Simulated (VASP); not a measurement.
# BaF2 (Fm-3m) in VASP: elastic constants with PBE

Aim: the elastic constants of BaF2 with PBE.

All numbers are computed with VASP 6.6.1; they aren't measurements. Logs are shortened: lines on timing, memory, paths and dates and some standing lists are left out, and cuts for length are marked.

**1. The cell of the first run**

It takes space group Fm-3m (No. 225, cubic). The conventional cell has a = 6.246 Å, b = 6.246 Å, c = 6.246 Å, α = 90.00°, β = 90.00°, γ = 90.00°. Within 3.6 Å of Ba (site symmetry m-3m) lie 8 F at 2.70 Å. Within 3.6 Å of F (site symmetry -43m) lie 4 Ba at 2.70 Å and 6 F at 3.12 Å.

**2. Elastic constants, PBE**

Input file INCAR:

```
SYSTEM = BaF2
  ALGO = Normal
  EDIFF = 1E-8
  ENCUT = 600
  GGA = PE
  GGA_COMPAT = .FALSE.
  IBRION = 6
  ISIF = 3
  ISMEAR = 0
  LASPH = .TRUE.
  LCHARG = .FALSE.
  LREAL = .FALSE.
  LWAVE = .FALSE.
  NELM = 120
  NFREE = 2
  NSW = 1
  POTIM = 0.015
  PREC = Accurate
  SIGMA = 0.01
```

Input file KPOINTS:

```
k-points
0
G
  6 6 6
  0 0 0
```

Input file POSCAR:

```
BaF2
1.0
    0.0000000000      3.1228000000      3.1228000000
    3.1228000000      0.0000000000      3.1228000000
    3.1228000000      3.1228000000      0.0000000000
Ba F
1 2
Direct
    0.0000000000      0.0000000000      0.0000000000
    0.2500000000      0.2500000000      0.2500000000
    0.7500000000      0.7500000000      0.7500000000
```

Potentials or basis: VASP PAW PBE potentials, release 64 (Ba_sv, F).

Launch:

```bash
$ cat potpaw_PBE.64/Ba_sv/POTCAR potpaw_PBE.64/F/POTCAR > POTCAR
$ mpirun -np 1 vasp_std > vasp.out
```

OUTCAR:

```text
SYSTEM = BaF2
   EDIFF = 1E-8
   ENCUT = 600
   GGA = PE
   IBRION = 6
   ISIF = 3
   ISMEAR = 0
   LASPH = .TRUE.
   LREAL = .FALSE.
   NELM = 120
   NFREE = 2
   NSW = 1
   POTIM = 0.015
   PREC = Accurate

 ion  position               nearest neighbor table
   1  0.000  0.000  0.000-   3 2.70   3 2.70   3 2.70   2 2.70   3 2.70   2 2.70   2 2.70   2 2.70

   2  0.250  0.250  0.250-   1 2.70   1 2.70   1 2.70   1 2.70
   3  0.750  0.750  0.750-   1 2.70   1 2.70   1 2.70   1 2.70

  LATTYP: Found a face centered cubic cell.
 ALAT       =     6.2456000000

  Lattice vectors:

 A1 = (   0.0000000000,   3.1228000000,   3.1228000000)
 A2 = (   3.1228000000,   0.0000000000,   3.1228000000)
 A3 = (   3.1228000000,   3.1228000000,   0.0000000000)

Analysis of symmetry for initial positions (statically):
=====================================================================
 Subroutine PRICEL returns:
 Original cell was already a primitive cell.

 Routine SETGRP: Setting up the symmetry group for a
 face centered cubic supercell.

 Subroutine GETGRP returns: Found 48 space group operations
 (whereof 48 operations were pure point group operations)
 out of a pool of 48 trial point group operations.

The static configuration has the point symmetry O_h .

Analysis of symmetry for dynamics (positions and initial velocities):
=====================================================================
 Subroutine PRICEL returns:
 Original cell was already a primitive cell.

 Routine SETGRP: Setting up the symmetry group for a
 face centered cubic supercell.

 Subroutine GETGRP returns: Found 48 space group operations
 (whereof 48 operations were pure point group operations)
 out of a pool of 48 trial point group operations.

The dynamic configuration has the point symmetry O_h .

 Subroutine INISYM returns: Found 48 space group operations
 (whereof 48 operations are pure point group operations),
 and found     1 'primitive' translations

----------------------------------------------------------------------------------------

                                     Primitive cell

  volume of cell :      60.9063

  direct lattice vectors                    reciprocal lattice vectors
     0.000000000  3.122800000  3.122800000    -0.160112719  0.160112719  0.160112719
     3.122800000  0.000000000  3.122800000     0.160112719 -0.160112719  0.160112719
     3.122800000  3.122800000  0.000000000     0.160112719  0.160112719 -0.160112719

  length of vectors
     4.416306113  4.416306113  4.416306113     0.277323365  0.277323365  0.277323365

  position of ions in fractional coordinates (direct lattice)
     0.000000000  0.000000000  0.000000000
     0.250000000  0.250000000  0.250000000
     0.750000000  0.750000000  0.750000000

  ion indices of the primitive-cell ions
   primitive index   ion index
                 1           1
                 2           2
                 3           3

----------------------------------------------------------------------------------------

 KPOINTS: k-points

Automatic generation of k-mesh.
 Grid dimensions read from file:
 generate k-points for:    6    6    6

 Generating k-lattice:
[... 93 lines left out ...]

 number of electron      24.0000013 magnetization

 Free energy of the ion-electron system (eV)
  ---------------------------------------------------
  ext. energy  EPLUGINS =         0.00000000
  ---------------------------------------------------
  free energy    TOTEN  =       -17.12809991 eV

  energy without entropy =      -17.12809991  energy(sigma->0) =      -17.12809991

------------------------ aborting loop because EDIFF is reached ----------------------------------------

  FORCE on cell =-STRESS in cart. coord.  units (eV):
  Direction    XX          YY          ZZ          XY          YZ          ZX
  --------------------------------------------------------------------------------------
  -------------------------------------------------------------------------------------
  Total        0.3531966      0.3531966      0.3531966      0.0000000      0.0000000     -0.0000000
  in kB        9.2910460      9.2910460      9.2910460      0.0000000      0.0000000     -0.0000000
  external PRESSURE =       9.2910460 kB  Pullay stress =       0.0000000 kB
[... 92 lines left out ...]
  FREE ENERGIE OF THE ION-ELECTRON SYSTEM (eV)
  ---------------------------------------------------
  free  energy   TOTEN  =       -17.1189147844 eV

  energy  without entropy=      -17.1189147844  energy(sigma->0) =      -17.11891478

[... ionic steps 4 to 14 ...]

--------------------------------------- Ionic step       15  -------------------------------------------

 number of electron      24.0000013 magnetization

------------------------ aborting loop because EDIFF is reached ----------------------------------------
[... 69 lines left out ...]
--------------------------------------- Ionic step       17  -------------------------------------------

 number of electron      24.0000009 magnetization

 Free energy of the ion-electron system (eV)
  ---------------------------------------------------
  ext. energy  EPLUGINS =         0.00000000
  ---------------------------------------------------
  free energy    TOTEN  =       -17.12776471 eV

  energy without entropy =      -17.12776471  energy(sigma->0) =      -17.12776471

 E-fermi :  -2.0604     XC(G=0):  -8.6006

 val. band max:       -2.1690768870   @ k =   0.0000  -0.1667   0.1667
 cond. band min:       4.5081466299   @ k =   0.0000   0.0000   0.0000
 fundamental gap:      6.6772235169
 Fermi energy:        -2.0603710104

 k-point     1 :       0.0000    0.0000    0.0000
  band No.  band energies     occupation
      1     -25.3179      2.00000
      2     -21.0595      2.00000
      3     -21.0381      2.00000
      4     -10.1863      2.00000
      5     -10.1849      2.00000
      6     -10.1839      2.00000
[... 433 lines left out ...]
      3     -21.1743      2.00000
      4     -10.3941      2.00000
      5     -10.3862      2.00000
      6     -10.2559      2.00000
[... 8 lines left out ...]
     15       7.1836      0.00000
     16       8.0331      0.00000

 [... further k-points ...]
[... 5 lines left out ...]
  --------------------------------------------------------------------------------------
  -------------------------------------------------------------------------------------
  Total        0.3546339      0.3547892      0.3547892      0.0000000      0.0410100      0.0000000
  in kB        9.3288533      9.3329402      9.3329402      0.0000000      1.0787928      0.0000000
  external PRESSURE =       9.3315779 kB  Pullay stress =       0.0000000 kB
[... 18 lines left out ...]
  FREE ENERGIE OF THE ION-ELECTRON SYSTEM (eV)
  ---------------------------------------------------
  free  energy   TOTEN  =       -17.1277647101 eV

  energy  without entropy=      -17.1277647101  energy(sigma->0) =      -17.12776471

 INTERNAL STRAIN TENSORS FROM STRAINED CELLS
 ============================================

 INTERNAL STRAIN TENSOR FOR ION    1 for displacements in x,y,z  (eV/Angst):
          X           Y           Z          XY          YZ          ZX
  --------------------------------------------------------------------------------
  x    -0.00000    -0.00000    -0.00000    -0.00000     0.00000     0.00000
  y     0.00000     0.00000     0.00000    -0.00000    -0.00000     0.00000
  z     0.00000     0.00000     0.00000     0.00000     0.00000     0.00000

 INTERNAL STRAIN TENSORS FROM DISPLACED ATOMS
 ============================================

 INTERNAL STRAIN TENSOR FOR ION    1 for displacements in x,y,z  (eV/Angst):
          X           Y           Z          XY          YZ          ZX
  --------------------------------------------------------------------------------
  x     0.00000     0.00000     0.00000     0.00000     0.00000     0.00000
  y     0.00000     0.00000     0.00000     0.00000     0.00000     0.00000
  z     0.00000     0.00000     0.00000     0.00000     0.00000     0.00000

 INTERNAL STRAIN TENSOR FOR ION    3 for displacements in x,y,z  (eV/Angst):
          X           Y           Z          XY          YZ          ZX
  --------------------------------------------------------------------------------
  x    -0.00000     0.00000     0.00000    -0.00000     2.73508     0.00000
  y     0.00000    -0.00000     0.00000     0.00000    -0.00000     2.73508
  z     0.00000     0.00000    -0.00000     2.73508    -0.00000    -0.00000

 Eigenvectors and eigenvalues of the dynamical matrix
 ----------------------------------------------------

   1 f  =    7.302712 THz    45.884291 2PiTHz  243.592241 cm-1    30.201575 meV
             X         Y         Z           dx          dy          dz
      0.000000  0.000000  0.000000     0.000000   -0.000000   -0.000000
      1.561400  1.561400  1.561400     0.687476   -0.165460   -0.000000
      4.684200  4.684200  4.684200    -0.687476    0.165460    0.000000
[... 43 lines left out ...]
   9 f/i=    0.009122 THz     0.057318 2PiTHz    0.304291 cm-1     0.037727 meV
             X         Y         Z           dx          dy          dz
      0.000000  0.000000  0.000000     0.768400    0.421206    0.129711
      1.561400  1.561400  1.561400     0.284624    0.156019    0.048046
      4.684200  4.684200  4.684200     0.284624    0.156019    0.048046

--------------------------------------------------------------------------------------------------------

 ELASTIC MODULI CONTR FROM IONIC RELAXATION (kBar)
 Direction    XX          YY          ZZ          XY          YZ          ZX
 --------------------------------------------------------------------------------
 XX          -0.0000     -0.0000     -0.0000      0.0000      0.0000      0.0000
 YY          -0.0000     -0.0000      0.0000     -0.0000      0.0000      0.0000
 ZZ          -0.0000      0.0000     -0.0000      0.0000      0.0000     -0.0000
 XY           0.0000     -0.0000      0.0000    -94.9384     -0.0000      0.0000
 YZ           0.0000      0.0000      0.0000     -0.0000    -94.9384     -0.0000
 ZX           0.0000      0.0000     -0.0000      0.0000     -0.0000    -94.9384
 --------------------------------------------------------------------------------

 TOTAL ELASTIC MODULI (kBar)
 Direction    XX          YY          ZZ          XY          YZ          ZX
 --------------------------------------------------------------------------------
 XX         889.0049    407.7650    407.7650      0.0000      0.0000     -0.0000
 YY         407.7650    889.0049    407.7650      0.0000      0.0000      0.0000
 ZZ         407.7650    407.7650    889.0049      0.0000     -0.0000     -0.0000
 XY           0.0000      0.0000      0.0000    242.9063     -0.0000      0.0000
 YZ           0.0000      0.0000     -0.0000     -0.0000    242.9063     -0.0000
 ZX          -0.0000      0.0000     -0.0000      0.0000     -0.0000    242.9063
 --------------------------------------------------------------------------------
```

It took 8.4 min on 1 thread of Intel Xeon Platinum 8488C (Sapphire Rapids), shared host; peak memory 0.27 GiB.

Results:

| Quantity | Value |
| --- | --- |
| Elastic constants C11, C12, C44 | 89, 41, 24 GPa |
| Voigt bulk modulus | 57 GPa |
| Highest phonon frequency at Γ, LO-TO splitting left out | 244 cm⁻¹ |

Phonon frequencies in cm⁻¹ (negative: imaginary):
```tsv
q point	frequencies
(0.000, 0.000, 0.000)	0 0 0 179 179 179 244 244 244
```

Elastic tensor in Voigt notation (GPa, in the Cartesian axes of the cell as first typed):
```
89 41 41  0  0  0
41 89 41  0  0  0
41 41 89  0  0  0
 0  0  0 24  0  0
 0  0  0  0 24  0
 0  0  0  0  0 24
```

Clamped-ion elastic tensor (GPa):
```
89 41 41  0  0  0
41 89 41  0  0  0
41 41 89  0  0  0
 0  0  0 34  0  0
 0  0  0  0 34  0
 0  0  0  0  0 34
```

Caveat: spin-orbit coupling is left out, which moves the levels of the heavy elements.
